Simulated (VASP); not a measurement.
Wanted: the native input for a VASP 6.6.1 run.

```yaml
Task: single point
Functional: PBE
Dispersion: D3(BJ)
Potentials_or_basis: VASP PAW PBE potentials, release 64 (B, N)
Cutoff: 520 eV
k_mesh: 12 × 12 × 12
Occupations: gaussian, width 0.05 eV
Spin: no spin polarisation
Dipole_correction: no
Further_INCAR_settings: ALGO = Normal; EDIFF = 1e-06; NBANDS = 11
```

The structure of BN lies in POSCAR:

```
BN
1.0
    1.2530568997      0.5587085117      3.2587118955
   -1.2530568997      0.5587085117      3.2587118955
    0.0000000000     -1.6116497033      3.3672298062
B N
1 1
Direct
    0.9996975446      0.9996975446      0.9996975446
    0.3327354554      0.3327354554      0.3327354554
```

This cell differs from its parent crystal: strain -0.1000 x Voigt [0, 0, 0, 1, 0, 0].

One way to write it, as run:

INCAR

```
ALGO = Normal ; EDIFF = 1E-6
ENCUT = 520 ; GGA = PE
ISIF = 2 ; ISMEAR = 0
IVDW = 12 ; LASPH = True
LCHARG = False ; LREAL = False
LWAVE = False ; NBANDS = 11
NELM = 100 ; PREC = Accurate
SIGMA = 0.05
```

KPOINTS

```
k-points
0
Gamma
  12 12 12
```

Potentials or basis: VASP PAW PBE potentials, release 64 (B, N).

Command:

```console
$ cat potpaw_PBE.64/B/POTCAR potpaw_PBE.64/N/POTCAR > POTCAR
$ mpirun -np 1 vasp_std > vasp.out
```

It gave:

* Pressure: -0.3 GPa
* Largest force: 0.017 eV/Å
* Band gap on the k mesh: 3.75 eV, indirect (least direct gap 4.57 eV)
* Dispersion energy per atom: -0.143 eV

Caveat: the cell differs from its parent crystal (strain -0.1000 x Voigt [0, 0, 0, 1, 0, 0]).

It took 76 s on 1 thread of Intel(R) Xeon(R) Platinum 8559C (Emerald Rapids) (shared host), peak memory 0.23 GiB.
